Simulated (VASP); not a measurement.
# Al3BiO3 (P6_3/m) in VASP: single point with PBE

Aim: the single point of Al3BiO3 with PBE.

Program: VASP 6.6.1. These are calculated values, not measurements. Logs are shortened: lines on timing, memory, paths and dates and some standing lists are left out, and cuts for length are marked.

### Step 1. The cell of the first run

It takes space group P6_3/m (No. 176, hexagonal). Conventional cell: a = 9.925 Å, b = 9.925 Å, c = 3.070 Å, α = 90.00°, β = 90.00°, γ = 120.00°. Al (site symmetry m) has 3 O at 1.84 Å within 2.4 Å. Within 4.3 Å of Bi (site symmetry -6) lie 9 Al at 2.89 to 4.22 Å and 2 Bi at 3.07 Å and 9 O at 3.95 to 4.02 Å. Within 2.4 Å of O (site symmetry m) lie 3 Al at 1.84 Å.

### Step 2. Single point, PBE

INCAR

```
SYSTEM = Al3BiO3
PREC = Accurate
ENCUT = 520
EDIFF = 1E-6
ISMEAR = 0
SIGMA = 0.1
LREAL = .False.
LASPH = .True.
NELM = 60
ALGO = Normal
ISIF = 2
LWAVE = .False.
LCHARG = .True.
GGA = PE
LELF = .True.
LVHAR = .True.
NBANDS = 55
```

KPOINTS

```
regular mesh
0
Gamma
  6 6 10
  0 0 0
```

POSCAR

```
Al3BiO3
1.0
    9.9248733823      0.0000000000      0.0000000000
   -4.9624366912      8.5951924784      0.0000000000
    0.0000000000      0.0000000000      3.0701627872
Al Bi O
6 2 6
Direct
    0.6687000575      0.8524965111      0.2500000000
    0.8524965111      0.1837964537      0.7500000000
    0.1837964537      0.3312999425      0.2500000000
    0.3312999425      0.1475034889      0.7500000000
    0.8162035463      0.6687000575      0.7500000000
    0.1475034889      0.8162035463      0.2500000000
    0.6666666667      0.3333333333      0.7500000000
    0.3333333333      0.6666666667      0.2500000000
    0.7405883535      0.9701770304      0.7500000000
    0.9701770304      0.2295886769      0.2500000000
    0.2295886769      0.2594116465      0.7500000000
    0.2594116465      0.0298229696      0.2500000000
    0.7704113231      0.7405883535      0.2500000000
    0.0298229696      0.7704113231      0.7500000000
```

Potentials or basis: VASP PAW PBE potentials, release 64 (Al, Bi_d, O).

Command:

```bash
$ cat potpaw_PBE.64/Al/POTCAR potpaw_PBE.64/Bi_d/POTCAR potpaw_PBE.64/O/POTCAR > POTCAR
$ mpirun -np 1 vasp_std > vasp.out
```

OUTCAR:

```text
SYSTEM = Al3BiO3
   PREC = Accurate
   ENCUT = 520
   EDIFF = 1E-6
   ISMEAR = 0
   LREAL = .False.
   LASPH = .True.
   NELM = 60
   ISIF = 2
   GGA = PE

 ion  position               nearest neighbor table
   1  0.669  0.852  0.250-  13 1.84   9 1.84   9 1.84   8 2.89   5 3.24   5 3.24   2 3.24   2 3.24

   2  0.852  0.184  0.750-   9 1.84  10 1.84  10 1.84   7 2.89   1 3.24   1 3.24   3 3.24   3 3.24

   3  0.184  0.331  0.250-  10 1.84  11 1.84  11 1.84   8 2.89   4 3.24   4 3.24   2 3.24   2 3.24

   4  0.331  0.148  0.750-  11 1.84  12 1.84  12 1.84   7 2.89   3 3.24   3 3.24   6 3.24   6 3.24

   5  0.816  0.669  0.750-  14 1.84  13 1.84  13 1.84   7 2.89   1 3.24   1 3.24   6 3.24   6 3.24

   6  0.148  0.816  0.250-  12 1.84  14 1.84  14 1.84   8 2.89   4 3.24   4 3.24   5 3.24   5 3.24

   7  0.667  0.333  0.750-   2 2.89   4 2.89   5 2.89
   8  0.333  0.667  0.250-   6 2.89   1 2.89   3 2.89
   9  0.741  0.970  0.750-   2 1.84   1 1.84   1 1.84
  10  0.970  0.230  0.250-   3 1.84   2 1.84   2 1.84
  11  0.230  0.259  0.750-   4 1.84   3 1.84   3 1.84
  12  0.259  0.030  0.250-   6 1.84   4 1.84   4 1.84
  13  0.770  0.741  0.250-   1 1.84   5 1.84   5 1.84
  14  0.030  0.770  0.750-   5 1.84   6 1.84   6 1.84

  LATTYP: Found a hexagonal cell.
 ALAT       =     9.9248733823
 C/A-ratio  =     0.3093402474

  Lattice vectors:

 A1 = (   9.9248733823,   0.0000000000,   0.0000000000)
 A2 = (  -4.9624366912,   8.5951924784,   0.0000000000)
 A3 = (   0.0000000000,   0.0000000000,   3.0701627872)

Analysis of symmetry for initial positions (statically):
=====================================================================
 Subroutine PRICEL returns:
 Original cell was already a primitive cell.

 Routine SETGRP: Setting up the symmetry group for a
 hexagonal supercell.

 Subroutine GETGRP returns: Found 12 space group operations
 (whereof  6 operations were pure point group operations)
 out of a pool of 24 trial point group operations.

The static configuration has the point symmetry S_6 .
 The point group associated with its full space group is C_6h.

Analysis of symmetry for dynamics (positions and initial velocities):
=====================================================================
 Subroutine PRICEL returns:
 Original cell was already a primitive cell.

 Routine SETGRP: Setting up the symmetry group for a
 hexagonal supercell.

 Subroutine GETGRP returns: Found 12 space group operations
 (whereof  6 operations were pure point group operations)
 out of a pool of 24 trial point group operations.

The dynamic configuration has the point symmetry S_6 .
 The point group associated with its full space group is C_6h.

 Subroutine INISYM returns: Found 12 space group operations
 (whereof  6 operations are pure point group operations),
 and found     1 'primitive' translations

----------------------------------------------------------------------------------------

                                     Primitive cell

  volume of cell :     261.9039

  direct lattice vectors                    reciprocal lattice vectors
     9.924873382  0.000000000  0.000000000     0.100756953  0.058172054  0.000000000
    -4.962436691  8.595192478  0.000000000     0.000000000  0.116344108  0.000000000
     0.000000000  0.000000000  3.070162787     0.000000000  0.000000000  0.325715628

  length of vectors
     9.924873382  9.924873382  3.070162787     0.116344108  0.116344108  0.325715628

  position of ions in fractional coordinates (direct lattice)
     0.668700057  0.852496511  0.250000000
     0.852496511  0.183796454  0.750000000
     0.183796454  0.331299943  0.250000000
     0.331299943  0.147503489  0.750000000
     0.816203546  0.668700057  0.750000000
     0.147503489  0.816203546  0.250000000
     0.666666667  0.333333333  0.750000000
     0.333333333  0.666666667  0.250000000
     0.740588354  0.970177030  0.750000000
     0.970177030  0.229588677  0.250000000
     0.229588677  0.259411646  0.750000000
     0.259411646  0.029822970  0.250000000
     0.770411323  0.740588354  0.250000000
     0.029822970  0.770411323  0.750000000

  ion indices of the primitive-cell ions
   primitive index   ion index
                 1           1
                 2           2
                 3           3
                 4           4
                 5           5
                 6           6
                 7           7
                 8           8
                 9           9
                10          10
                11          11
                12          12
                13          13
                14          14

----------------------------------------------------------------------------------------

 KPOINTS: regular mesh

Automatic generation of k-mesh.
 Grid dimensions read from file:
 generate k-points for:    6    6   10

 Generating k-lattice:

  Cartesian coordinates                     Fractional coordinates (reciprocal lattice)
     0.016792825  0.009695342  0.000000000     0.166666667  0.000000000  0.000000000
     0.000000000  0.019390685  0.000000000     0.000000000  0.166666667  0.000000000
     0.000000000  0.000000000  0.032571563     0.000000000  0.000000000  0.100000000

  Length of vectors
     0.019390685  0.019390685  0.032571563

  Shift w.r.t. Gamma in fractional coordinates (k-lattice)
     0.000000000  0.000000000  0.000000000

 Subroutine IBZKPT returns following result:
 ===========================================

 Found     48 irreducible k-points:

 Following reciprocal coordinates:
            Coordinates               Weight
  0.000000  0.000000  0.000000      1.000000
  0.166667 -0.000000  0.000000      6.000000
  0.333333 -0.000000  0.000000      6.000000
  0.500000 -0.000000  0.000000      3.000000
  0.166667  0.166667  0.000000      6.000000
  0.333333  0.166667  0.000000      6.000000
[... 16 lines left out ...]
 -0.333333  0.500000 -0.200000     12.000000
  0.333333  0.333333  0.200000      4.000000
 [... further k-points ...]
   k-points           NKPTS =     48   k-points in BZ     NKDIM =     48   number of bands    NBANDS=     55
   number of dos      NEDOS =    301   number of ions     NIONS =     14
   total plane-waves  NPLWV = 153600
   dimension x,y,z NGX =    80 NGY =   80 NGZ =   24
   dimension x,y,z NGXF=   160 NGYF=  160 NGZF=   48
   ions per type =               6   2   6
   NGX,Y,Z   is equivalent  to a cutoff of  13.40, 13.40, 13.00 a.u.
   NGXF,Y,Z  is equivalent  to a cutoff of  26.80, 26.80, 25.99 a.u.
 SYSTEM =  Al3BiO3
   PREC   = accura    normal or accurate (medium, high low for compatibility)
   ISTART =      0    job   : 0-new  1-cont  2-samecut
   ICHARG =      2    charge: 1-file 2-atom 10-const
   ISPIN  =      1    spin polarized calculation?
   LNONCOLLINEAR =      F non collinear calculations
   LSORBIT =      F    spin-orbit coupling
   LASPH  =      T    aspherical Exc in radial PAW
   ENCUT  =  520.0 eV  38.22 Ry    6.18 a.u.  18.45 18.45  5.71*2*pi/ulx,y,z
   NELM   =     60;   NELMIN=  2; NELMDL= -5     # of ELM steps
   EDIFF  = 0.1E-05   stopping-criterion for ELM
   LREAL  =      F    real-space projection
   EDIFFG = 0.1E-04   stopping-criterion for IOM
   NSW    =      0    number of steps for IOM
   IBRION =     -1    ionic relax: 0-MD 1-quasi-New 2-CG
   NFREE  =      0    steps in history (QN), initial steepest desc. (CG)
   ISIF   =      2    stress and relaxation
   ISYM   =      2    0-nonsym 1-usesym 2-fastsym
   POTIM  = 0.5000    time-step for ionic-motion
   TEBEG  =    0.0;   TEEND  =   0.0 temperature during run
   PSTRESS=    0.0 pullay stress
   NELECT =      84.0000    total number of electrons
   NUPDOWN=      -1.0000    fix difference up-down
   EMIN   =  10.00;   EMAX   =-10.00  energy-range for DOS
   EFERMI =   0.00;   METHOD = LEGACY
   ISMEAR =     0;   SIGMA  =   0.10  broadening in eV -4-tet -1-fermi 0-gaus
   EFERMI_NEDOS =   21; number of points for ismear=-14 and -15
   IALGO  =     38    algorithm
   IMIX   =      4    mixing-type and parameters
     AMIX     =   0.40;   BMIX     =  1.00
     AMIX_MAG =   1.60;   BMIX_MAG =  1.00
  volume/ion in A,a.u.               =      18.71       126.24
  Fermi-wavevector in a.u.,A,eV,Ry     =   1.120609  2.117643 17.085700  1.255764
  Thomas-Fermi vector in A             =   2.257256
   LORBIT       =      0    0 simple, 1 ext, 2 COOP (PROOUT), +10 PAW based schemes
   GGA     = PE    functional components
   LHFCALC =     F    Hartree Fock is set to
   AEXX    =    0.0000 exact exchange contribution
   IVDW    =     0    specifies the selected vdW correction
   LEPSILON=     F    determine dielectric tensor
   LRPA    =     F    only Hartree local field effects (RPA)
 non-spin polarized calculation
 Gauss-broadening in eV      SIGMA  =   0.10
  energy-cutoff  :      520.00
  volume of cell :      261.90
 maximum number of plane-waves:      7103
 NGX is ok and might be reduce to    80
   NGX = 37   NGY = 37   NGZ = 11

 number of electron      84.0000007 magnetization

 Free energy of the ion-electron system (eV)
  ---------------------------------------------------
  ext. energy  EPLUGINS =         0.00000000
  ---------------------------------------------------
  free energy    TOTEN  =       -86.62383603 eV

  energy without entropy =      -86.60439858  energy(sigma->0) =      -86.61411731

 E-fermi :   6.2000     XC(G=0):  -8.8706

 val. band max:        6.1931036863   @ k =   0.3333  -0.0000   0.0000
 cond. band min:       6.2095251904   @ k =   0.5000  -0.0000   0.3000
 fundamental gap:      0.0164215042
 Fermi energy:         6.1999978059

 k-point     1 :       0.0000    0.0000    0.0000
  band No.  band energies     occupation
      1     -17.6358      2.00000
      2     -17.6356      2.00000
      3     -17.2849      2.00000
      4     -17.2849      2.00000
      5     -17.2843      2.00000
      6     -17.2843      2.00000
[... 46 lines left out ...]
     53      10.5226      0.00000
     54      10.9236      0.00000

 k-point     2 :       0.1667   -0.0000    0.0000
  band No.  band energies     occupation
      1     -17.6358      2.00000
      2     -17.6356      2.00000
      3     -17.2849      2.00000
      4     -17.2849      2.00000
      5     -17.2843      2.00000
      6     -17.2843      2.00000
[... 46 lines left out ...]
     53      10.4225      0.00000
     54      10.9281      0.00000

 k-point     3 :       0.3333   -0.0000    0.0000
  band No.  band energies     occupation
      1     -17.6358      2.00000
      2     -17.6356      2.00000
      3     -17.2850      2.00000
      4     -17.2848      2.00000
      5     -17.2843      2.00000
      6     -17.2842      2.00000
[... 46 lines left out ...]
     53      10.1815      0.00000
     54      10.9459      0.00000
[... 1084 lines left out ...]
 k-point    23 :      -0.3333    0.5000   -0.2000
  band No.  band energies     occupation
      1     -17.4664      2.00000
      2     -17.4663      2.00000
      3     -17.3042      2.00000
      4     -17.3041      2.00000
      5     -17.3041      2.00000
      6     -17.3041      2.00000
[... 46 lines left out ...]
     53      10.0207      0.00000
     54      10.3297      0.00000

 k-point    24 :       0.3333    0.3333    0.2000
  band No.  band energies     occupation
      1     -17.4663      2.00000
      2     -17.4663      2.00000
      3     -17.3042      2.00000
      4     -17.3041      2.00000
      5     -17.3041      2.00000
      6     -17.3041      2.00000
[... 46 lines left out ...]
     53      10.0097      0.00000
     54      10.0950      0.00000

 [... further k-points ...]

 [bands above 54 left out]

------------------------ aborting loop because EDIFF is reached ----------------------------------------

  FORCE on cell =-STRESS in cart. coord.  units (eV):
  Direction    XX          YY          ZZ          XY          YZ          ZX
  --------------------------------------------------------------------------------------
  -------------------------------------------------------------------------------------
  Total       -0.1034841     -0.1034841     -0.1162749     -0.0000000      0.0000000      0.0000000
  in kB       -0.6330560     -0.6330560     -0.7113027     -0.0000001      0.0000000      0.0000000
  external PRESSURE =      -0.6591382 kB  Pullay stress =       0.0000000 kB

 VOLUME and BASIS-vectors are now :
 -----------------------------------------------------------------------------
  energy-cutoff  :      520.00
  volume of cell :      261.90
      direct lattice vectors                 reciprocal lattice vectors
     9.924873382  0.000000000  0.000000000     0.100756953  0.058172054  0.000000000
    -4.962436691  8.595192478  0.000000000     0.000000000  0.116344108  0.000000000
     0.000000000  0.000000000  3.070162787     0.000000000  0.000000000  0.325715628

 POSITION                                       TOTAL-FORCE (eV/Angst)
 -----------------------------------------------------------------------------------
      2.40630      7.32737      0.76754         0.001527      0.001329     -0.000000
      7.54884      1.57977      2.30262         0.001914     -0.000658      0.000000
      0.18010      2.84759      0.76754         0.000387     -0.001987      0.000000
      2.55613      1.26782      2.30262        -0.001527     -0.001329      0.000000
      4.78234      5.74761      2.30262        -0.000387      0.001987     -0.000000
     -2.58640      7.01543      0.76754        -0.001914      0.000658     -0.000000
      4.96244      2.86506      2.30262         0.000000     -0.000000     -0.000000
     -0.00000      5.73013      0.76754         0.000000     -0.000000     -0.000000
      2.53580      8.33886      2.30262        -0.006587     -0.001054      0.000000
      8.48956      1.97336      0.76754        -0.004206      0.005177     -0.000000
      0.99132      2.22969      2.30262         0.002381      0.006231     -0.000000
      2.42663      0.25633      0.76754         0.006587      0.001054      0.000000
      3.97111      6.36550      0.76754        -0.002381     -0.006231      0.000000
     -3.52713      6.62183      2.30262         0.004206     -0.005177      0.000000
 -----------------------------------------------------------------------------------
    total drift:                               -0.000002      0.000001      0.000000

  FREE ENERGIE OF THE ION-ELECTRON SYSTEM (eV)
  ---------------------------------------------------
  free  energy   TOTEN  =       -86.6238360347 eV

  energy  without entropy=      -86.6043985778  energy(sigma->0) =      -86.61411731
```

Run time: 12 min. Hardware: 1 thread of Intel Xeon 8259CL, shared host; peak memory 0.71 GiB.

Results:

```
Free energy            : -86.6238 eV
Pressure               : -0.1 GPa
Largest force          : 0.007 eV/Å
Band gap on the k mesh : zero (bands 42 and 43 overlap by 0.73 eV)
```

Forces in eV/Å, atoms in the order of the input:
```
Al   0.002  0.001  0.000
Al   0.002 -0.001  0.000
Al   0.000 -0.002  0.000
Al  -0.002 -0.001  0.000
Al   0.000  0.002  0.000
Al  -0.002  0.001  0.000
Bi   0.000  0.000  0.000
Bi   0.000  0.000  0.000
O   -0.007 -0.001  0.000
O   -0.004  0.005  0.000
O    0.002  0.006  0.000
O    0.007  0.001  0.000
O   -0.002 -0.006  0.000
O    0.004 -0.005  0.000
```

Caveat: spin-orbit coupling is left out, which moves the levels of the heavy elements.
